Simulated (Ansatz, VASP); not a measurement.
## Two plane-wave programs on AlP

```
Al P
1.0
     0.00000    2.73500    2.73500
     2.73500    0.00000    2.73500
     2.73500    2.73500    0.00000
Al P
1 1
Direct
  0.00000 0.00000 0.00000
  0.25000 0.25000 0.25000
```

Alike in both runs: functional PBEsol; k mesh 8 × 8 × 8; occupations gaussian, width 0.02 eV; no spin polarisation.

Ansatz relaxed the structure, and its values are those at the end. VASP's run is a single point on that final structure, the one shown.

|  | VASP | Ansatz |
| --- | --- | --- |
| version | VASP 6.6.1 | Ansatz 0.2.0 |
| potentials or method | VASP PAW PBE potentials, release 64 (Al, P), cutoff 500 eV | scalar-relativistic, plane waves, PAW |
| valence electrons in the cell | 8 | 8 |

```csv
,VASP,Ansatz,Ansatz less VASP
gap on the k mesh at the Fermi level (eV),1.45,1.45,+0.002
least direct gap on the mesh (eV),3.16,3.15,-0.006
pressure (GPa),0.1,0.0,-0.04
```

VASP's potentials were made for PBE, not for PBEsol, and Ansatz warns of the same on its side. The functional is the same, so the differences come from potentials, cutoffs and numerics.
